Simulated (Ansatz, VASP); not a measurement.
RuF2 in VASP and in Ansatz

```
Ru F
1.0
     1.47662    0.85253    4.46437
    -1.47662    0.85253    4.46437
     0.00000   -1.70505    4.46437
Ru F
1 2
Direct
  0.00000 0.00000 0.00000
  0.25200 0.25200 0.25200
  0.74800 0.74800 0.74800
```

Alike in both runs: task single point; functional r2SCAN; k mesh 7 × 7 × 7; occupations gaussian, width 0.05 eV; no spin polarisation; Hubbard terms Ru d U = 4.0 eV.

```csv
,VASP,Ansatz
version,VASP 6.6.1,Ansatz 0.2.0
potentials or method,"VASP PAW PBE potentials, release 64 (Ru_pv, F)",Ansatz PAW
plane-wave cutoff (eV),520,500
valence electrons in the cell,28,30
```

```tsv
	VASP	Ansatz	Ansatz less VASP
gap on the k mesh at the Fermi level (eV)	3.95	4.39	+0.444
least direct gap on the mesh (eV)	4.27	4.58	+0.307
rms of the force components (eV/Å)	0.924	0.789	-0.1347
```

VASP's potentials were made for PBE, not for r2SCAN. The programs project onto different local orbitals, so the same U acts differently, and such runs can settle in different states. Atom by atom the forces differ by 0.135 eV/Å (rms over components). VASP's potentials hold 28 valence electrons a cell and Ansatz's 30, so a difference there can come from the potentials and not from the codes.

Noted on Ansatz's run: odd divisions of the mesh miss points on the zone boundary, where band edges often lie, so the gap on the mesh can be too wide.
